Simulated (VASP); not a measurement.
# BP (F-43m) in VASP: a series of runs

The runs below take BP through single point, with PBE.

Everything below comes from runs of VASP 6.6.1. Logs are shortened: lines on timing, memory, paths and dates and some standing lists are left out, and cuts for length are marked.

### Step 1. The cell of the first run

It takes space group F-43m (No. 216, cubic). The conventional cell has a = 4.445 Å, b = 4.445 Å, c = 4.445 Å, α = 90.00°, β = 90.00°, γ = 90.00°. B (site symmetry -43m) has 4 P at 1.92 Å within 2.6 Å. P (site symmetry -43m) has 4 B at 1.92 Å within 2.6 Å.

### Step 2. Single point, PBE

Contents of INCAR:

```
SYSTEM = BP
PREC = Accurate
ENCUT = 520
EDIFF = 1E-6
ISMEAR = 1
SIGMA = 0.01
LREAL = .False.
LASPH = .True.
NELM = 80
ALGO = Normal
ISIF = 2
LWAVE = .False.
LCHARG = .False.
GGA = PE
NBANDS = 11
```

Contents of KPOINTS:

```
Automatic mesh
0
Gamma
  8 8 8
  0 0 0
```

Contents of POSCAR:

```
BP
1.0
    0.0000000000      2.2226808807      2.2226808807
    2.2226808807      0.0000000000      2.2226808807
    2.2226808807      2.2226808807      0.0000000000
B P
1 1
Direct
    0.0000000000      0.0000000000      0.0000000000
    0.2500000000      0.2500000000      0.2500000000
```

Potentials or basis: VASP PAW PBE potentials, release 64 (B, P).

Run with:

```sh
cat potpaw_PBE.64/B/POTCAR potpaw_PBE.64/P/POTCAR > POTCAR
mpirun -np 1 vasp_std > vasp.out
```

OUTCAR:

```text
SYSTEM = BP
   PREC = Accurate
   ENCUT = 520
   EDIFF = 1E-6
   ISMEAR = 1
   LREAL = .False.
   LASPH = .True.
   NELM = 80
   ISIF = 2
   GGA = PE

 ion  position               nearest neighbor table
   1  0.000  0.000  0.000-   2 1.92   2 1.92   2 1.92   2 1.92
   2  0.250  0.250  0.250-   1 1.92   1 1.92   1 1.92   1 1.92

  LATTYP: Found a face centered cubic cell.
 ALAT       =     4.4453617614

  Lattice vectors:

 A1 = (   0.0000000000,   2.2226808807,   2.2226808807)
 A2 = (   2.2226808807,   0.0000000000,   2.2226808807)
 A3 = (   2.2226808807,   2.2226808807,   0.0000000000)

Analysis of symmetry for initial positions (statically):
=====================================================================
 Subroutine PRICEL returns:
 Original cell was already a primitive cell.

 Routine SETGRP: Setting up the symmetry group for a
 face centered cubic supercell.

 Subroutine GETGRP returns: Found 24 space group operations
 (whereof 24 operations were pure point group operations)
 out of a pool of 48 trial point group operations.

The static configuration has the point symmetry T_d .

Analysis of symmetry for dynamics (positions and initial velocities):
=====================================================================
 Subroutine PRICEL returns:
 Original cell was already a primitive cell.

 Routine SETGRP: Setting up the symmetry group for a
 face centered cubic supercell.

 Subroutine GETGRP returns: Found 24 space group operations
 (whereof 24 operations were pure point group operations)
 out of a pool of 48 trial point group operations.

The dynamic configuration has the point symmetry T_d .

 Subroutine INISYM returns: Found 24 space group operations
 (whereof 24 operations are pure point group operations),
 and found     1 'primitive' translations

----------------------------------------------------------------------------------------

                                     Primitive cell

  volume of cell :      21.9615

  direct lattice vectors                    reciprocal lattice vectors
     0.000000000  2.222680881  2.222680881    -0.224953570  0.224953570  0.224953570
     2.222680881  0.000000000  2.222680881     0.224953570 -0.224953570  0.224953570
     2.222680881  2.222680881  0.000000000     0.224953570  0.224953570 -0.224953570

  length of vectors
     3.143345446  3.143345446  3.143345446     0.389631013  0.389631013  0.389631013

  position of ions in fractional coordinates (direct lattice)
     0.000000000  0.000000000  0.000000000
     0.250000000  0.250000000  0.250000000

  ion indices of the primitive-cell ions
[... 80 lines left out ...]
   NFREE  =      0    steps in history (QN), initial steepest desc. (CG)
   ISIF   =      2    stress and relaxation
   ISYM   =      2    0-nonsym 1-usesym 2-fastsym
   POTIM  = 0.5000    time-step for ionic-motion
   TEBEG  =    0.0;   TEEND  =   0.0 temperature during run
   PSTRESS=    0.0 pullay stress
   NELECT =       8.0000    total number of electrons
   NUPDOWN=      -1.0000    fix difference up-down
   EMIN   =  10.00;   EMAX   =-10.00  energy-range for DOS
   EFERMI =   0.00;   METHOD = LEGACY
   ISMEAR =     1;   SIGMA  =   0.01  broadening in eV -4-tet -1-fermi 0-gaus
   EFERMI_NEDOS =   21; number of points for ismear=-14 and -15
   IALGO  =     38    algorithm
   IMIX   =      4    mixing-type and parameters
     AMIX     =   0.40;   BMIX     =  1.00
     AMIX_MAG =   1.60;   BMIX_MAG =  1.00
  volume/ion in A,a.u.               =      10.98        74.10
  Fermi-wavevector in a.u.,A,eV,Ry     =   1.169188  2.209445 18.599175  1.367001
  Thomas-Fermi vector in A             =   2.305664
   LORBIT       =      0    0 simple, 1 ext, 2 COOP (PROOUT), +10 PAW based schemes
   GGA     = PE    functional components
   LHFCALC =     F    Hartree Fock is set to
   AEXX    =    0.0000 exact exchange contribution
   IVDW    =     0    specifies the selected vdW correction
   LEPSILON=     F    determine dielectric tensor
   LRPA    =     F    only Hartree local field effects (RPA)
 non-spin polarized calculation
 Methfessel and Paxton  Order N= 1 SIGMA  =   0.01
  energy-cutoff  :      520.00
  volume of cell :       21.96
 maximum number of plane-waves:       609
   NGX = 11   NGY = 11   NGZ = 11

 number of electron       8.0000000 magnetization

 Free energy of the ion-electron system (eV)
  ---------------------------------------------------
  ext. energy  EPLUGINS =         0.00000000
  ---------------------------------------------------
  free energy    TOTEN  =       -12.87206038 eV

  energy without entropy =      -12.87206038  energy(sigma->0) =      -12.87206038

 E-fermi :   8.2256     XC(G=0): -11.1750

 val. band max:        8.1809749700   @ k =   0.0000   0.0000   0.0000
 cond. band min:       9.3732165657   @ k =   0.3750   0.3750   0.0000
 fundamental gap:      1.1922415957
 Fermi energy:         8.2255959040

 k-point     1 :       0.0000    0.0000    0.0000
  band No.  band energies     occupation
      1      -7.8421      2.00000
      2       8.1810      2.00000
      3       8.1810      2.00000
      4       8.1810      2.00000
      5      11.6806      0.00000
      6      11.6806      0.00000
      7      11.6806      0.00000
      8      16.5151      0.00000
      9      20.1297      0.00000
     10      20.4906      0.00000
     11      20.4906      0.00000
[... 309 lines left out ...]
 k-point    24 :      -0.3750    0.2500    0.1250
  band No.  band energies     occupation
      1      -3.5771      2.00000
      2      -0.6638      2.00000
      3       3.4622      2.00000
      4       4.8804      2.00000
      5      12.3736      0.00000
      6      13.5954      0.00000
      7      16.8931      0.00000
      8      18.3640      0.00000
      9      18.9316      0.00000
     10      23.0277      0.00000
     11      25.5385      0.00000

 [... further k-points ...]
[... 5 lines left out ...]
  --------------------------------------------------------------------------------------
  -------------------------------------------------------------------------------------
  Total        1.7002911      1.7002911      1.7002911      0.0000000      0.0000000      0.0000000
  in kB      124.0430740    124.0430740    124.0430740      0.0000000      0.0000000      0.0000000
  external PRESSURE =     124.0430740 kB  Pullay stress =       0.0000000 kB

 VOLUME and BASIS-vectors are now :
 -----------------------------------------------------------------------------
  energy-cutoff  :      520.00
  volume of cell :       21.96
      direct lattice vectors                 reciprocal lattice vectors
     0.000000000  2.222680881  2.222680881    -0.224953570  0.224953570  0.224953570
     2.222680881  0.000000000  2.222680881     0.224953570 -0.224953570  0.224953570
     2.222680881  2.222680881  0.000000000     0.224953570  0.224953570 -0.224953570

 POSITION                                       TOTAL-FORCE (eV/Angst)
 -----------------------------------------------------------------------------------
      0.00000      0.00000      0.00000        -0.000000     -0.000000     -0.000000
      1.11134      1.11134      1.11134         0.000000      0.000000      0.000000
 -----------------------------------------------------------------------------------
    total drift:                                0.000000      0.000000      0.000000

  FREE ENERGIE OF THE ION-ELECTRON SYSTEM (eV)
  ---------------------------------------------------
  free  energy   TOTEN  =       -12.8720603808 eV

  energy  without entropy=      -12.8720603808  energy(sigma->0) =      -12.87206038
```

It took 8.6 s on 1 thread of Intel Xeon 8259CL, shared host; peak memory 0.13 GiB.

What came out:

```yaml
Free_energy: -12.8721 eV
Pressure: 12.4 GPa
Band_gap_on_the_k_mesh: 1.19 eV, indirect (least direct gap 3.50 eV)
```

A k mesh can miss the band edges.

### Step 3. Single point, PBE

This run uses another cell than the first one, of 11.21 Å³/atom, 1.021 times its volume.

Contents of INCAR:

```
SYSTEM = BP
PREC = Accurate
ENCUT = 520
EDIFF = 1E-6
ISMEAR = 1
SIGMA = 0.01
LREAL = .FALSE.
LASPH = .TRUE.
NELM = 100
ALGO = Normal
ISIF = 2
LWAVE = .FALSE.
LCHARG = .FALSE.
GGA = PE
NBANDS = 11
```

Contents of KPOINTS:

```
regular mesh
0
G
  8 8 8
  0 0 0
```

Contents of POSCAR:

```
BP
1.0
    0.0000000000      2.2383340787      2.2383340787
    2.2383340787      0.0000000000      2.2383340787
    2.2383340787      2.2383340787      0.0000000000
B P
1 1
Direct
    0.0000000000      0.0000000000      0.0000000000
    0.2500000000      0.2500000000      0.2500000000
```

Potentials or basis: VASP PAW PBE potentials, release 64 (B, P).

Run with:

```sh
cat potpaw_PBE.64/B/POTCAR potpaw_PBE.64/P/POTCAR > POTCAR
mpirun -np 1 vasp_std > vasp.out
```

OUTCAR:

```text
SYSTEM = BP
   PREC = Accurate
   ENCUT = 520
   EDIFF = 1E-6
   ISMEAR = 1
   LREAL = .FALSE.
   LASPH = .TRUE.
   NELM = 100
   ISIF = 2
   GGA = PE

 ion  position               nearest neighbor table
   1  0.000  0.000  0.000-   2 1.94   2 1.94   2 1.94   2 1.94
   2  0.250  0.250  0.250-   1 1.94   1 1.94   1 1.94   1 1.94

  LATTYP: Found a face centered cubic cell.
 ALAT       =     4.4766681574

  Lattice vectors:

 A1 = (   0.0000000000,   2.2383340787,   2.2383340787)
 A2 = (   2.2383340787,   0.0000000000,   2.2383340787)
 A3 = (   2.2383340787,   2.2383340787,   0.0000000000)

Analysis of symmetry for initial positions (statically):
=====================================================================
 Subroutine PRICEL returns:
 Original cell was already a primitive cell.

 Routine SETGRP: Setting up the symmetry group for a
 face centered cubic supercell.

 Subroutine GETGRP returns: Found 24 space group operations
 (whereof 24 operations were pure point group operations)
 out of a pool of 48 trial point group operations.

The static configuration has the point symmetry T_d .

Analysis of symmetry for dynamics (positions and initial velocities):
=====================================================================
 Subroutine PRICEL returns:
 Original cell was already a primitive cell.

 Routine SETGRP: Setting up the symmetry group for a
 face centered cubic supercell.

 Subroutine GETGRP returns: Found 24 space group operations
 (whereof 24 operations were pure point group operations)
 out of a pool of 48 trial point group operations.

The dynamic configuration has the point symmetry T_d .

 Subroutine INISYM returns: Found 24 space group operations
 (whereof 24 operations are pure point group operations),
 and found     1 'primitive' translations

----------------------------------------------------------------------------------------

                                     Primitive cell

  volume of cell :      22.4287

  direct lattice vectors                    reciprocal lattice vectors
     0.000000000  2.238334079  2.238334079    -0.223380417  0.223380417  0.223380417
     2.238334079  0.000000000  2.238334079     0.223380417 -0.223380417  0.223380417
     2.238334079  2.238334079  0.000000000     0.223380417  0.223380417 -0.223380417

  length of vectors
     3.165482411  3.165482411  3.165482411     0.386906232  0.386906232  0.386906232

  position of ions in fractional coordinates (direct lattice)
     0.000000000  0.000000000  0.000000000
     0.250000000  0.250000000  0.250000000

  ion indices of the primitive-cell ions
   primitive index   ion index
                 1           1
                 2           2

----------------------------------------------------------------------------------------

 KPOINTS: regular mesh

Automatic generation of k-mesh.
 Grid dimensions read from file:
 generate k-points for:    8    8    8

 Generating k-lattice:

  Cartesian coordinates                     Fractional coordinates (reciprocal lattice)
    -0.027922552  0.027922552  0.027922552     0.125000000  0.000000000  0.000000000
     0.027922552 -0.027922552  0.027922552     0.000000000  0.125000000  0.000000000
     0.027922552  0.027922552 -0.027922552     0.000000000  0.000000000  0.125000000

  Length of vectors
     0.048363279  0.048363279  0.048363279

  Shift w.r.t. Gamma in fractional coordinates (k-lattice)
     0.000000000  0.000000000  0.000000000

 Subroutine IBZKPT returns following result:
 ===========================================

 Found     29 irreducible k-points:

 Following reciprocal coordinates:
            Coordinates               Weight
  0.000000  0.000000  0.000000      1.000000
  0.125000  0.000000  0.000000      8.000000
  0.250000  0.000000  0.000000      8.000000
  0.375000  0.000000  0.000000      8.000000
  0.500000  0.000000  0.000000      4.000000
  0.125000  0.125000  0.000000      6.000000
[... 16 lines left out ...]
  0.500000  0.250000  0.125000     48.000000
 -0.375000  0.250000  0.125000     24.000000
 [... further k-points ...]
   k-points           NKPTS =     29   k-points in BZ     NKDIM =     29   number of bands    NBANDS=     11
   number of dos      NEDOS =    301   number of ions     NIONS =      2
   total plane-waves  NPLWV =  13824
   dimension x,y,z NGX =    24 NGY =   24 NGZ =   24
   dimension x,y,z NGXF=    48 NGYF=   48 NGZF=   48
   ions per type =               1   1
   NGX,Y,Z   is equivalent  to a cutoff of  12.60, 12.60, 12.60 a.u.
   NGXF,Y,Z  is equivalent  to a cutoff of  25.21, 25.21, 25.21 a.u.
 SYSTEM =  BP
   PREC   = accura    normal or accurate (medium, high low for compatibility)
   ISTART =      0    job   : 0-new  1-cont  2-samecut
   ICHARG =      2    charge: 1-file 2-atom 10-const
   ISPIN  =      1    spin polarized calculation?
   LNONCOLLINEAR =      F non collinear calculations
   LSORBIT =      F    spin-orbit coupling
   LASPH  =      T    aspherical Exc in radial PAW
   ENCUT  =  520.0 eV  38.22 Ry    6.18 a.u.   5.89  5.89  5.89*2*pi/ulx,y,z
   NELM   =    100;   NELMIN=  2; NELMDL= -5     # of ELM steps
   EDIFF  = 0.1E-05   stopping-criterion for ELM
   LREAL  =      F    real-space projection
   EDIFFG = 0.1E-04   stopping-criterion for IOM
   NSW    =      0    number of steps for IOM
   IBRION =     -1    ionic relax: 0-MD 1-quasi-New 2-CG
   NFREE  =      0    steps in history (QN), initial steepest desc. (CG)
   ISIF   =      2    stress and relaxation
   ISYM   =      2    0-nonsym 1-usesym 2-fastsym
   POTIM  = 0.5000    time-step for ionic-motion
   TEBEG  =    0.0;   TEEND  =   0.0 temperature during run
   PSTRESS=    0.0 pullay stress
   NELECT =       8.0000    total number of electrons
   NUPDOWN=      -1.0000    fix difference up-down
   EMIN   =  10.00;   EMAX   =-10.00  energy-range for DOS
   EFERMI =   0.00;   METHOD = LEGACY
   ISMEAR =     1;   SIGMA  =   0.01  broadening in eV -4-tet -1-fermi 0-gaus
   EFERMI_NEDOS =   21; number of points for ismear=-14 and -15
   IALGO  =     38    algorithm
   IMIX   =      4    mixing-type and parameters
     AMIX     =   0.40;   BMIX     =  1.00
     AMIX_MAG =   1.60;   BMIX_MAG =  1.00
  volume/ion in A,a.u.               =      11.21        75.68
  Fermi-wavevector in a.u.,A,eV,Ry     =   1.161012  2.193994 18.339948  1.347948
  Thomas-Fermi vector in A             =   2.297588
   LORBIT       =      0    0 simple, 1 ext, 2 COOP (PROOUT), +10 PAW based schemes
   GGA     = PE    functional components
   LHFCALC =     F    Hartree Fock is set to
   AEXX    =    0.0000 exact exchange contribution
   IVDW    =     0    specifies the selected vdW correction
   LEPSILON=     F    determine dielectric tensor
   LRPA    =     F    only Hartree local field effects (RPA)
 non-spin polarized calculation
 Methfessel and Paxton  Order N= 1 SIGMA  =   0.01
  energy-cutoff  :      520.00
  volume of cell :       22.43
 maximum number of plane-waves:       620
   NGX = 11   NGY = 11   NGZ = 11

 number of electron       8.0000001 magnetization

 Free energy of the ion-electron system (eV)
  ---------------------------------------------------
  ext. energy  EPLUGINS =         0.00000000
  ---------------------------------------------------
  free energy    TOTEN  =       -12.90223897 eV

  energy without entropy =      -12.90224236  energy(sigma->0) =      -12.90224010

 E-fermi :   7.9318     XC(G=0): -11.0834

 val. band max:        7.9233839096   @ k =   0.0000   0.0000   0.0000
 cond. band min:       9.1418875110   @ k =   0.3750   0.3750   0.0000
 fundamental gap:      1.2185036014
 Fermi energy:         7.9318025944

 k-point     1 :       0.0000    0.0000    0.0000
  band No.  band energies     occupation
      1      -7.9061      2.00000
      2       7.9234      2.00000
      3       7.9234      2.00000
      4       7.9234      1.99999
      5      11.3872      0.00000
      6      11.3872      0.00000
      7      11.3872      0.00000
      8      15.9272      0.00000
      9      19.7191      0.00000
     10      20.1699      0.00000
     11      20.1699      0.00000
[... 309 lines left out ...]
 k-point    24 :      -0.3750    0.2500    0.1250
  band No.  band energies     occupation
      1      -3.7387      2.00000
      2      -0.7844      2.00000
      3       3.2693      2.00000
      4       4.6860      2.00000
      5      12.1168      0.00000
      6      13.2638      0.00000
      7      16.4975      0.00000
      8      17.9717      0.00000
      9      18.5680      0.00000
     10      22.6230      0.00000
     11      25.1045      0.00000

 [... further k-points ...]
[... 5 lines left out ...]
  --------------------------------------------------------------------------------------
  -------------------------------------------------------------------------------------
  Total        1.1476718      1.1476718      1.1476718      0.0000000     -0.0000000      0.0000000
  in kB       81.9829580     81.9829580     81.9829580      0.0000000     -0.0000000      0.0000000
  external PRESSURE =      81.9829580 kB  Pullay stress =       0.0000000 kB

 VOLUME and BASIS-vectors are now :
 -----------------------------------------------------------------------------
  energy-cutoff  :      520.00
  volume of cell :       22.43
      direct lattice vectors                 reciprocal lattice vectors
     0.000000000  2.238334079  2.238334079    -0.223380417  0.223380417  0.223380417
     2.238334079  0.000000000  2.238334079     0.223380417 -0.223380417  0.223380417
     2.238334079  2.238334079  0.000000000     0.223380417  0.223380417 -0.223380417

 POSITION                                       TOTAL-FORCE (eV/Angst)
 -----------------------------------------------------------------------------------
      0.00000      0.00000      0.00000         0.000000      0.000000     -0.000000
      1.11917      1.11917      1.11917        -0.000000     -0.000000      0.000000
 -----------------------------------------------------------------------------------
    total drift:                                0.000000      0.000000      0.000000

  FREE ENERGIE OF THE ION-ELECTRON SYSTEM (eV)
  ---------------------------------------------------
  free  energy   TOTEN  =       -12.9022389655 eV

  energy  without entropy=      -12.9022423627  energy(sigma->0) =      -12.90224010
```

stdout:

```text
POSCAR found type information on POSCAR B P
 POSCAR found :  2 types and       2 ions
 scaLAPACK will be used
 LDA part: xc-table for (Slater+PW92), standard interpolation
 POSCAR, INCAR and KPOINTS ok, starting setup
 FFT: planning ... GRIDC
 FFT: planning ... GRID_SOFT
 FFT: planning ... GRID
 WAVECAR not read
 entering main loop
```

It took 8.1 s on 1 thread of Intel Xeon 8259CL, shared host; peak memory 0.13 GiB.

Results:

* Free energy: -12.9022 eV
* Pressure: 8.2 GPa
* Band gap on the k mesh: 1.22 eV, indirect (least direct gap 3.46 eV)

(Part 1 of 2 ends here.)
